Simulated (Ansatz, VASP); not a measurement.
NaH: VASP beside Ansatz

```
CELL_PARAMETERS angstrom
-0.02542 2.40134 2.40134
2.40134 -0.02542 2.40134
2.40134 2.40134 -0.02542
ATOMIC_POSITIONS crystal
Na 0.00000 0.00000 0.00000
H 0.50000 0.50000 0.50000
```

Change from the starting cell: epitaxial_111 strain +1.2%.

Alike in both runs: task single point; functional PBE; k mesh 10 × 10 × 10; occupations fermi-dirac, width 0.02 eV; no spin polarisation.

|  | VASP | Ansatz |
| --- | --- | --- |
| version | VASP 6.6.1 | Ansatz 0.2.0 |
| potentials or method | VASP PAW PBE potentials, release 64 (Na_pv, H) | plane waves, PAW |
| plane-wave cutoff (eV) | 520 | 420 |
| valence electrons in the cell | 8 | 10 |

```tsv
	VASP	Ansatz	Ansatz less VASP
gap on the k mesh at the Fermi level (eV)	3.75	3.75	+0.002
pressure (GPa)	0.0	0.1	+0.03
traceless stress, the component that is largest in VASP (GPa)	0.23	0.23	0.000
```

VASP's potentials hold 8 valence electrons a cell and Ansatz's 10, so a difference there can come from the potentials and not from the codes.
